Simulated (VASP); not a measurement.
A run of VASP 6.6.1 is set up as follows.

Contents of POSCAR:

```
BeS
1.0
    0.0000000000      2.4250000000      2.4250000000
    2.4250000000      0.0000000000      2.4250000000
    2.4250000000      2.4250000000      0.0000000000
Be S
1 1
Direct
    0.0000000000      0.0000000000      0.0000000000
    0.7500000000      0.7500000000      0.7500000000
```

The input INCAR.step1:

```
SYSTEM = BeS
PREC = Accurate ; ENCUT = 600
ISMEAR = -1 ; SIGMA = 0.1
LREAL = .FALSE. ; LASPH = .TRUE.
NELM = 100 ; GGA = PE
ALGO = Normal ; EDIFF = 1E-4
LWAVE = .TRUE. ; LCHARG = .FALSE.
```

The input INCAR.step2:

```
SYSTEM = BeS
PREC = Accurate ; ENCUT = 600
EDIFF = 1E-6 ; ISMEAR = -1
SIGMA = 0.1 ; LREAL = .FALSE.
LASPH = .TRUE. ; NELM = 100
ALGO = Normal ; ISIF = 3
LWAVE = .FALSE. ; LCHARG = .FALSE.
METAGGA = R2SCAN ; LMIXTAU = .TRUE.
IBRION = 2 ; NSW = 100
EDIFFG = -0.002 ; ISTART = 1
```

Contents of KPOINTS:

```
regular mesh
0
G
  18 18 18
  0 0 0
```

Potentials or basis: VASP PAW PBE potentials, release 64 (Be, S).

Launch:

```bash
$ cat potpaw_PBE.64/Be/POTCAR potpaw_PBE.64/S/POTCAR > POTCAR
$ cp INCAR.step1 INCAR
$ mpirun -np 1 vasp_std > vasp.out
$ cp INCAR.step2 INCAR
$ mpirun -np 1 vasp_std > vasp.out
```

**Question.** What does it give for the relaxed cell?

**Answer.** a = 3.446 Å, b = 3.446 Å, c = 3.446 Å, α = 60.00°, β = 60.00°, γ = 60.00°.

**Question.** Estimate the space group after relaxing (to 0.1 Å).

**Answer.** F-43m (No. 216).

**Question.** Estimate the relaxed volume.

**Answer.** 14.47 Å³/atom.

**Question.** What does it give for the band gap on the k mesh?

**Answer.** 3.60 eV (least direct gap 6.26 eV).

The path:
```
step  energy change (eV)  largest force (eV/Å)  pressure (GPa)  volume (Å³)
   1              0.0000                0.0000            1.45        28.52
   2             -0.0017                0.0000           -0.40        29.06
   3             -0.0018                0.0000            0.00        28.94
```

Caveat: the PAW data sets were made with another functional, which shifts forces and pressure a little. A k mesh can miss the band edges.
